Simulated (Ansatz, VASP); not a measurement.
Nb4Si: VASP beside Ansatz

```
Nb Si
1.0
     4.65626    0.00000    0.00000
     0.00000    4.65626    0.00000
     0.00000    0.00000    4.65626
Nb Si
4 1
Direct
  0.50000 0.00000 0.00000
  0.00000 0.50000 0.00000
  0.00000 0.00000 0.50000
  0.50000 0.50000 0.50000
  0.00000 0.00000 0.00000
```

Alike in both runs: functional PBE; k mesh 4 × 4 × 4; occupations gaussian, width 0.1 eV; no spin polarisation.

Ansatz relaxed the structure, and its values are those at the end. VASP's run is a single point on that final structure, the one shown.

|  | VASP | Ansatz |
| --- | --- | --- |
| version | VASP 6.6.1 | Ansatz 0.2.0 |
| potentials or method | VASP PAW PBE potentials, release 64 (Nb_sv, Si), cutoff 520 eV | scalar-relativistic, plane waves, PAW |
| valence electrons in the cell | 56 | 56 |

```tsv
	VASP	Ansatz	Ansatz less VASP
gap on the k mesh at the Fermi level (eV)	none	none	-
pressure (GPa)	-0.2	0.0	+0.23
```

A gap of «none» marks a metal or a gap that the smearing closes. The functional is the same, so the differences come from potentials, cutoffs and numerics.
